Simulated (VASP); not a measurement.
Crystal: ZnSnP2.

```
CELL_PARAMETERS angstrom
0.00000 5.61876 0.00000
5.61876 0.00000 0.00000
2.80938 2.80938 -5.53644
ATOMIC_POSITIONS crystal
Sn 0.50000 0.50000 0.00000
Sn 0.25000 0.75000 0.50000
Zn 0.00000 0.00000 0.00000
Zn 0.75000 0.25000 0.50000
P 0.37500 0.38900 0.75000
P 0.61100 0.12500 0.25000
P 0.87500 0.86100 0.75000
P 0.13900 0.62500 0.25000
```

```yaml
Program: VASP 6.6.1
Task: relaxation of the atoms
Functional: PBE
Potentials_or_basis: VASP PAW PBE potentials, release 64 (Sn_d, Zn, P)
Cutoff: 450 eV
k_mesh: 6 × 6 × 6
Occupations: fermi-dirac, width 0.1 eV
Spin: no spin polarisation
```

At the start: pressure 8.3 GPa; volume 21.85 Å³/atom.

**Question.** How do energy, volume and symmetry change on relaxing?

**Answer.** Over 6 steps the energy falls by 130.8 meV/atom; space group I-42d (No. 122, to 0.05 Å).

The path:
```
step  energy change (eV)  largest force (eV/Å)  pressure (GPa)
   1              0.0000                2.5074            8.32
   2             -0.8578                1.0469            5.75
   3             -1.0460                0.0142            4.64
   4             -1.0458                0.0330            4.60
   5             -1.0460                0.0125            4.61
   6             -1.0460                0.0001            4.62
```

Final structure:
```yaml
crystal:
  lattice:
    - [0.00000, 5.61876, 0.00000]
    - [5.61876, 0.00000, 0.00000]
    - [2.80938, 2.80938, -5.53644]
  atoms:
    - { symbol: Sn, position: [0.50000, 0.50000, 0.00000] }
    - { symbol: Sn, position: [0.25000, 0.75000, 0.50000] }
    - { symbol: Zn, position: [0.00000, 0.00000, 0.00000] }
    - { symbol: Zn, position: [0.75000, 0.25000, 0.50000] }
    - { symbol: P, position: [0.37500, 0.35133, 0.75000] }
    - { symbol: P, position: [0.64867, 0.12500, 0.25000] }
    - { symbol: P, position: [0.87500, 0.89867, 0.75000] }
    - { symbol: P, position: [0.10133, 0.62500, 0.25000] }
```
